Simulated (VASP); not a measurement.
Set up this calculation in VASP 6.6.1, as the native input.

```
Task                   : single point
Functional             : PBE
Potentials or basis    : VASP PAW PBE potentials, release 64 (Si, C)
Cutoff                 : 520 eV
k mesh                 : 12 × 12 × 12
Occupations            : gaussian, width 0.05 eV
Spin                   : no spin polarisation
Dipole correction      : no
Further INCAR settings : ALGO = Normal; EDIFF = 1e-06; NBANDS = 11
```

The structure of SiC lies in POSCAR:

```
SiC
1.0
    0.0000000000      2.1740000000      2.1740000000
    2.1740000000      0.0000000000      2.1740000000
    2.1740000000      2.1740000000      0.0000000000
Si C
1 1
Direct
   -0.0051108965     -0.0051108965     -0.0051108965
    0.7619506725      0.7619506725      0.7619506725
```

This cell differs from its parent crystal: mode 4 (793.9 1/cm) frozen in, largest displacement +0.090 Å.

The input as run:

INCAR

```
PREC = Accurate
ENCUT = 520
EDIFF = 1E-6
ISMEAR = 0
SIGMA = 0.05
LREAL = F
LASPH = T
NELM = 60
ALGO = Normal
ISIF = 2
LWAVE = F
LCHARG = F
GGA = PE
NBANDS = 11
```

KPOINTS

```
regular mesh
0
Gamma
  12 12 12
```

Potentials or basis: VASP PAW PBE potentials, release 64 (Si, C).

Command:

```console
$ cat potpaw_PBE.64/Si/POTCAR potpaw_PBE.64/C/POTCAR > POTCAR
$ mpirun -np 1 vasp_std > vasp.out
```

Results of the run:

* Pressure: 7.2 GPa
* Largest force: 3.248 eV/Å
* Band gap on the k mesh: 0.98 eV, indirect (least direct gap 4.33 eV)

Caveat: the cell differs from its parent crystal (mode 4 (793.9 1/cm) frozen in, largest displacement +0.090 Å); forces of over 1 eV/Å act on the atoms, so gaps and moduli don't describe the material at rest.

Run time: 11 s on 1 thread of Intel(R) Xeon(R) 6975P-C (Granite Rapids) (shared host), peak memory 0.16 GiB.
